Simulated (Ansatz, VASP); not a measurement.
## MgO in VASP and in Ansatz

Contents of POSCAR:

```
MgO
1.0
    3.4863778627      0.0000000000      0.0000000000
   -1.7431889314      3.0192917963      0.0000000000
    0.0000000000      0.0000000000      4.1780412200
Mg O
2 2
Direct
    0.6666666667      0.3333333333      0.7500000000
    0.3333333333      0.6666666667      0.2500000000
    0.7626420700      0.4035922048      0.2140980086
    0.3333333333      0.6666666667      0.7500000000
```

Contents of INCAR.step1:

```
PREC = Accurate
ENCUT = 520
ISMEAR = 1
SIGMA = 0.02
LREAL = False
LASPH = True
NELM = 60
NBANDS = 16
GGA = PE
ALGO = Normal
EDIFF = 1E-4
LWAVE = True
LCHARG = False
```

INCAR.step2

```
PREC = Accurate
ENCUT = 520
EDIFF = 1E-6
ISMEAR = 1
SIGMA = 0.02
LREAL = False
LASPH = True
NELM = 60
ALGO = Normal
ISIF = 2
LWAVE = False
LCHARG = True
METAGGA = R2SCAN
LMIXTAU = True
LELF = True
LVHAR = True
NBANDS = 16
ISTART = 1
```

File KPOINTS:

```
Automatic mesh
0
Gamma
  6 6 6
```

Input for Ansatz:

```yaml
crystal:
  lattice:
    - [3.4863778627, 0.0, 0.0]
    - [-1.7431889314, 3.0192917963, 0.0]
    - [0.0, 0.0, 4.17804122]
  atoms:
    - { symbol: Mg, position: [0.6666666667, 0.3333333333, 0.75] }
    - { symbol: Mg, position: [0.3333333333, 0.6666666667, 0.25] }
    - { symbol: O, position: [0.76264207, 0.4035922048, 0.2140980086] }
    - { symbol: O, position: [0.3333333333, 0.6666666667, 0.75] }
basis:
  ecutwfc: 500
kpoints:
  mp_grid: { grid: [6, 6, 6] }
hamiltonian:
  xc: r2scan
scf:
  occupations: { method: cold, width: 0.02 }
output:
  forces: true
  stress: true
  eigenvalues: true
```

Alike in both runs: task single point; functional r2SCAN; k mesh 6 × 6 × 6; no spin polarisation.

|  | VASP | Ansatz |
| --- | --- | --- |
| version | VASP 6.6.1 | Ansatz 0.2.0 |
| potentials or method | VASP PAW PBE potentials, release 64 (Mg, O), cutoff 520 eV | scalar-relativistic, plane waves, PAW |
| occupations | methfessel-paxton of order 1, width 0.02 eV | cold, width 0.02 eV |
| valence electrons in the cell | 16 | 32 |

Ansatz gave:

```
gap on the k mesh at the Fermi level (eV)                     : 3.91
least direct gap on the mesh (eV)                             : 3.91
pressure (GPa)                                                : 6.6
traceless stress, the component that is largest in VASP (GPa) : 10.57
rms of the force components (eV/Å)                            : 1.987
```

What did VASP give for the same quantities?

gap on the k mesh at the Fermi level (eV): 3.89; least direct gap on the mesh (eV): 3.89; pressure (GPa): 6.1; traceless stress, the component that is largest in VASP (GPa): 10.86; rms of the force components (eV/Å): 2.033.

VASP's potentials were made for PBE, not for r2SCAN. Atom by atom the forces differ by 0.047 eV/Å (rms over components). VASP's potentials hold 16 valence electrons a cell and Ansatz's 32, so a difference there can come from the potentials and not from the codes.
